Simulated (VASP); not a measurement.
# Os (Fm-3m) in VASP: notebook, part 2 of 2

VASP 6.6.1. Earlier steps stand in the parts before.

### Step 6. Single point, PBE (volume scaled by 1.02)

INCAR

```
SYSTEM = Os
  PREC = Accurate
  ENCUT = 520
  EDIFF = 1E-7
  ISMEAR = -1
  SIGMA = 0.05
  LREAL = .FALSE.
  LASPH = .TRUE.
  NELM = 60
  ALGO = Normal
  ISIF = 2
  LWAVE = .FALSE.
  LCHARG = .TRUE.
  GGA = PE
  LELF = .TRUE.
  LVHAR = .TRUE.
  NBANDS = 10
```

KPOINTS

```
regular mesh
0
G
  14 14 14
  0 0 0
```

POSCAR

```
Os
1.0
    0.0000000000      1.9578811701      1.9578811701
    1.9578811701      0.0000000000      1.9578811701
    1.9578811701      1.9578811701      0.0000000000
Os
1
Direct
    0.0000000000      0.0000000000      0.0000000000
```

Potentials or basis: VASP PAW PBE potentials, release 64 (Os).

Started as:

```bash
$ cat potpaw_PBE.64/Os/POTCAR > POTCAR
$ mpirun -np 1 vasp_std > vasp.out
```

OUTCAR:

```text
SYSTEM = Os
   PREC = Accurate
   ENCUT = 520
   EDIFF = 1E-7
   ISMEAR = -1
   LREAL = .FALSE.
   LASPH = .TRUE.
   NELM = 60
   ISIF = 2
   GGA = PE

 ion  position               nearest neighbor table
   1  0.000  0.000  0.000-

  LATTYP: Found a face centered cubic cell.
 ALAT       =     3.9157623402

  Lattice vectors:

 A1 = (   0.0000000000,   1.9578811701,   1.9578811701)
 A2 = (   1.9578811701,   0.0000000000,   1.9578811701)
 A3 = (   1.9578811701,   1.9578811701,   0.0000000000)

Analysis of symmetry for initial positions (statically):
=====================================================================
 Subroutine PRICEL returns:
 Original cell was already a primitive cell.

 Routine SETGRP: Setting up the symmetry group for a
 face centered cubic supercell.

 Subroutine GETGRP returns: Found 48 space group operations
 (whereof 48 operations were pure point group operations)
 out of a pool of 48 trial point group operations.

The static configuration has the point symmetry O_h .

Analysis of symmetry for dynamics (positions and initial velocities):
=====================================================================
 Subroutine PRICEL returns:
 Original cell was already a primitive cell.

 Routine SETGRP: Setting up the symmetry group for a
 face centered cubic supercell.

 Subroutine GETGRP returns: Found 48 space group operations
 (whereof 48 operations were pure point group operations)
 out of a pool of 48 trial point group operations.

The dynamic configuration has the point symmetry O_h .

 Subroutine INISYM returns: Found 48 space group operations
 (whereof 48 operations are pure point group operations),
 and found     1 'primitive' translations

----------------------------------------------------------------------------------------

                                     Primitive cell

  volume of cell :      15.0103

  direct lattice vectors                    reciprocal lattice vectors
     0.000000000  1.957881170  1.957881170    -0.255378114  0.255378114  0.255378114
     1.957881170  0.000000000  1.957881170     0.255378114 -0.255378114  0.255378114
     1.957881170  1.957881170  0.000000000     0.255378114  0.255378114 -0.255378114

  length of vectors
     2.768862104  2.768862104  2.768862104     0.442327868  0.442327868  0.442327868

  position of ions in fractional coordinates (direct lattice)
     0.000000000  0.000000000  0.000000000

  ion indices of the primitive-cell ions
   primitive index   ion index
                 1           1

----------------------------------------------------------------------------------------

 KPOINTS: regular mesh

Automatic generation of k-mesh.
 Grid dimensions read from file:
 generate k-points for:   14   14   14

 Generating k-lattice:

  Cartesian coordinates                     Fractional coordinates (reciprocal lattice)
    -0.018241294  0.018241294  0.018241294     0.071428571  0.000000000  0.000000000
     0.018241294 -0.018241294  0.018241294     0.000000000  0.071428571  0.000000000
     0.018241294  0.018241294 -0.018241294     0.000000000  0.000000000  0.071428571

  Length of vectors
     0.031594848  0.031594848  0.031594848

  Shift w.r.t. Gamma in fractional coordinates (k-lattice)
     0.000000000  0.000000000  0.000000000

 Subroutine IBZKPT returns following result:
 ===========================================

 Found    104 irreducible k-points:

 Following reciprocal coordinates:
            Coordinates               Weight
  0.000000  0.000000  0.000000      1.000000
  0.071429  0.000000  0.000000      8.000000
  0.142857  0.000000  0.000000      8.000000
  0.214286  0.000000  0.000000      8.000000
  0.285714  0.000000  0.000000      8.000000
  0.357143  0.000000  0.000000      8.000000
[... 16 lines left out ...]
  0.214286  0.142857  0.000000     24.000000
  0.285714  0.142857  0.000000     24.000000
 [... further k-points ...]
   k-points           NKPTS =    104   k-points in BZ     NKDIM =    104   number of bands    NBANDS=     10
   number of dos      NEDOS =    301   number of ions     NIONS =      1
   total plane-waves  NPLWV =  13824
   dimension x,y,z NGX =    24 NGY =   24 NGZ =   24
   dimension x,y,z NGXF=    48 NGYF=   48 NGZF=   48
   ions per type =               1
   NGX,Y,Z   is equivalent  to a cutoff of  14.41, 14.41, 14.41 a.u.
   NGXF,Y,Z  is equivalent  to a cutoff of  28.82, 28.82, 28.82 a.u.
 SYSTEM =  Os
   PREC   = accura    normal or accurate (medium, high low for compatibility)
   ISTART =      0    job   : 0-new  1-cont  2-samecut
   ICHARG =      2    charge: 1-file 2-atom 10-const
   ISPIN  =      1    spin polarized calculation?
   LNONCOLLINEAR =      F non collinear calculations
   LSORBIT =      F    spin-orbit coupling
   LASPH  =      T    aspherical Exc in radial PAW
   ENCUT  =  520.0 eV  38.22 Ry    6.18 a.u.   5.15  5.15  5.15*2*pi/ulx,y,z
   NELM   =     60;   NELMIN=  2; NELMDL= -5     # of ELM steps
   EDIFF  = 0.1E-06   stopping-criterion for ELM
   LREAL  =      F    real-space projection
   EDIFFG = 0.1E-05   stopping-criterion for IOM
   NSW    =      0    number of steps for IOM
   IBRION =     -1    ionic relax: 0-MD 1-quasi-New 2-CG
   NFREE  =      0    steps in history (QN), initial steepest desc. (CG)
   ISIF   =      2    stress and relaxation
   ISYM   =      2    0-nonsym 1-usesym 2-fastsym
   POTIM  = 0.5000    time-step for ionic-motion
   TEBEG  =    0.0;   TEEND  =   0.0 temperature during run
   PSTRESS=    0.0 pullay stress
   NELECT =       8.0000    total number of electrons
   NUPDOWN=      -1.0000    fix difference up-down
   EMIN   =  10.00;   EMAX   =-10.00  energy-range for DOS
   EFERMI =   0.00;   METHOD = LEGACY
   ISMEAR =    -1;   SIGMA  =   0.05  broadening in eV -4-tet -1-fermi 0-gaus
   EFERMI_NEDOS =   21; number of points for ismear=-14 and -15
   IALGO  =     38    algorithm
   IMIX   =      4    mixing-type and parameters
     AMIX     =   0.40;   BMIX     =  1.00
     AMIX_MAG =   1.60;   BMIX_MAG =  1.00
  volume/ion in A,a.u.               =      15.01       101.29
  Fermi-wavevector in a.u.,A,eV,Ry     =   1.327319  2.508268 23.970398  1.761775
  Thomas-Fermi vector in A             =   2.456640
   LORBIT       =      0    0 simple, 1 ext, 2 COOP (PROOUT), +10 PAW based schemes
   GGA     = PE    functional components
   LHFCALC =     F    Hartree Fock is set to
   AEXX    =    0.0000 exact exchange contribution
   IVDW    =     0    specifies the selected vdW correction
   LEPSILON=     F    determine dielectric tensor
   LRPA    =     F    only Hartree local field effects (RPA)
 non-spin polarized calculation
  energy-cutoff  :      520.00
  volume of cell :       15.01
 maximum number of plane-waves:       415
 NGX is ok and might be reduce to    24
   NGX = 11   NGY = 11   NGZ = 11

 number of electron       8.0000000 magnetization

 Free energy of the ion-electron system (eV)
  ---------------------------------------------------
  ext. energy  EPLUGINS =         0.00000000
  ---------------------------------------------------
  free energy    TOTEN  =       -11.07271212 eV

  energy without entropy =      -11.06195713  energy(sigma->0) =      -11.06733463

 E-fermi :   8.2779     XC(G=0): -13.6524

 val. band max:        8.2768439924   @ k =   0.3571   0.2857   0.0714
 cond. band min:       8.2812178480   @ k =  -0.4286   0.3571   0.1429
 fundamental gap:      0.0043738556
 Fermi energy:         8.2778602041

 k-point     1 :       0.0000    0.0000    0.0000
  band No.  band energies     occupation
      1      -1.8793      2.00000
      2       5.6102      2.00000
      3       5.6102      2.00000
      4       5.6102      2.00000
      5       8.3408      0.44244
      6       8.3408      0.44244
      7      22.6054      0.00000
      8      28.0079      0.00000
      9      28.0079      0.00000
     10      28.0079      0.00000
[... 287 lines left out ...]
 k-point    24 :       0.2857    0.1429    0.0000
  band No.  band energies     occupation
      1       0.8223      2.00000
      2       4.1947      2.00000
      3       5.9363      2.00000
      4       6.7217      2.00000
      5       8.0456      1.98098
      6       9.3074      0.00000
      7      23.3864      0.00000
      8      26.3313      0.00000
      9      28.3867      0.00000
     10      29.2723      0.00000

 [... further k-points ...]

------------------------ aborting loop because EDIFF is reached ----------------------------------------

  FORCE on cell =-STRESS in cart. coord.  units (eV):
  Direction    XX          YY          ZZ          XY          YZ          ZX
  --------------------------------------------------------------------------------------
  -------------------------------------------------------------------------------------
  Total       -1.5245303     -1.5245303     -1.5245303      0.0000000      0.0000000      0.0000000
  in kB     -162.7262638   -162.7262638   -162.7262638      0.0000000      0.0000000      0.0000000
  external PRESSURE =    -162.7262638 kB  Pullay stress =       0.0000000 kB

 VOLUME and BASIS-vectors are now :
 -----------------------------------------------------------------------------
  energy-cutoff  :      520.00
  volume of cell :       15.01
      direct lattice vectors                 reciprocal lattice vectors
     0.000000000  1.957881170  1.957881170    -0.255378114  0.255378114  0.255378114
     1.957881170  0.000000000  1.957881170     0.255378114 -0.255378114  0.255378114
     1.957881170  1.957881170  0.000000000     0.255378114  0.255378114 -0.255378114

 POSITION                                       TOTAL-FORCE (eV/Angst)
 -----------------------------------------------------------------------------------
      0.00000      0.00000      0.00000        -0.000000     -0.000000     -0.000000
 -----------------------------------------------------------------------------------
    total drift:                               -0.000000     -0.000000     -0.000000

  FREE ENERGIE OF THE ION-ELECTRON SYSTEM (eV)
  ---------------------------------------------------
  free  energy   TOTEN  =       -11.0727121243 eV

  energy  without entropy=      -11.0619571320  energy(sigma->0) =      -11.06733463
```

stdout:

```text
POSCAR found type information on POSCAR Os
 POSCAR found :  1 types and       1 ions
 scaLAPACK will be used
 LDA part: xc-table for (Slater+PW92), standard interpolation
 POSCAR, INCAR and KPOINTS ok, starting setup
 FFT: planning ... GRIDC
 FFT: planning ... GRID_SOFT
 FFT: planning ... GRID
 WAVECAR not read
 entering main loop
```

Wall time 8.6 s (1 thread of Intel Xeon Platinum 8488C (Sapphire Rapids), shared host); peak memory 0.15 GiB.

What came out:

* Free energy: -11.0727 eV
* Pressure: -16.3 GPa
* Band gap on the k mesh: zero (band 4 reaches 10.54 eV, above the bottom of band 5 at 7.11 eV)

Caveat: spin-orbit coupling is left out, which moves the levels of the heavy elements.

### Step 7. Summary

```csv
cell,gap on the mesh (eV),pressure (GPa)
"a = 2.713 Å, angles 60.0°, 1 atom",none,6.1
"a = 2.694 Å, angles 60.0°, 1 atom",none,15.6
"a = 2.751 Å, angles 60.0°, 1 atom",none,-9.7
"a = 2.732 Å, angles 60.0°, 1 atom",none,-2.3
"a = 2.769 Å, angles 60.0°, 1 atom",none,-16.3
```

Alike in all rows: task single point; level PBE; potentials or basis VASP PAW PBE potentials, release 64 (Os); no spin polarisation; k mesh 14 × 14 × 14; cutoff (eV) 520; smearing fermi-dirac 0.05 eV.

Caveats: spin-orbit coupling is left out, which moves the levels of the heavy elements.

Total energies depend on the potentials used, so only differences within one code and one set of settings carry meaning.
